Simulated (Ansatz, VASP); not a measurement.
## One calculation of CdTe, two programs

Contents of POSCAR:

```
CdTe
1.0
    0.0000000000      3.2799551172      3.2799551172
    3.2799551172      0.0000000000      3.2799551172
    3.2799551172      3.2799551172      0.0000000000
Cd Te
1 1
Direct
    0.0000000000      0.0000000000      0.0000000000
    0.2500000000      0.2500000000      0.2500000000
```

Contents of INCAR.step1:

```
SYSTEM = CdTe
ALGO = Normal
EDIFF = 1E-5
ENCUT = 520
GGA = PE
ISIF = 2
ISMEAR = 0
LASPH = .True.
LCHARG = .False.
LREAL = .False.
LWAVE = .True.
NBANDS = 16
NELM = 80
PREC = Accurate
SIGMA = 0.01
```

Contents of INCAR.step2:

```
SYSTEM = CdTe
AEXX = 0.75
ALGO = Normal
EDIFF = 1E-7
ENCUT = 520
GGA = PE
ISIF = 2
ISMEAR = 0
ISTART = 1
LASPH = .True.
LCHARG = .False.
LHFCALC = .True.
LREAL = .False.
LWAVE = .False.
NBANDS = 16
NELM = 80
PREC = Accurate
PRECFOCK = Normal
SIGMA = 0.01
```

Contents of KPOINTS:

```
k-points
0
Gamma
  4 4 4
  0 0 0
```

Input for Ansatz:

```yaml
crystal:
  lattice:
    - [0.0, 3.2799551172, 3.2799551172]
    - [3.2799551172, 0.0, 3.2799551172]
    - [3.2799551172, 3.2799551172, 0.0]
  atoms:
    - { symbol: Cd, position: [0.0, 0.0, 0.0] }
    - { symbol: Te, position: [0.25, 0.25, 0.25] }
kpoints:
  mp_grid: { grid: [4, 4, 4] }
hamiltonian:
  xc: { exchange: pbe, correlation: pbe, exx: { coeff: 0.75 } }
scf:
  occupations: { method: fixed }
  n_extra_bands: 4
output:
  forces: true
  stress: true
  eigenvalues: true
```

Alike in both runs: task single point; functional PBE-based global hybrid; k mesh 4 × 4 × 4; no spin polarisation.

|  | VASP | Ansatz |
| --- | --- | --- |
| version | VASP 6.6.1 | Ansatz 0.2.0 |
| potentials or method | VASP PAW PBE potentials, release 64 (Cd, Te) | plane waves |
| plane-wave cutoff (eV) | 520 | 420 |
| occupations | gaussian, width 0.01 eV | fixed |
| valence electrons in the cell | 18 | 36 |

```csv
,VASP,Ansatz,Ansatz less VASP
gap on the k mesh at the Fermi level (eV),5.29,5.55,+0.262
pressure (GPa),-2.4,-1.5,+0.93
```

VASP's potentials were made for PBE, not for PBE-based global hybrid. VASP's potentials hold 18 valence electrons a cell and Ansatz's 36, so a difference there can come from the potentials and not from the codes. Ansatz's warnings: stress exchange threshold loose, stress scf threshold loose.

Spin-orbit coupling is off throughout.
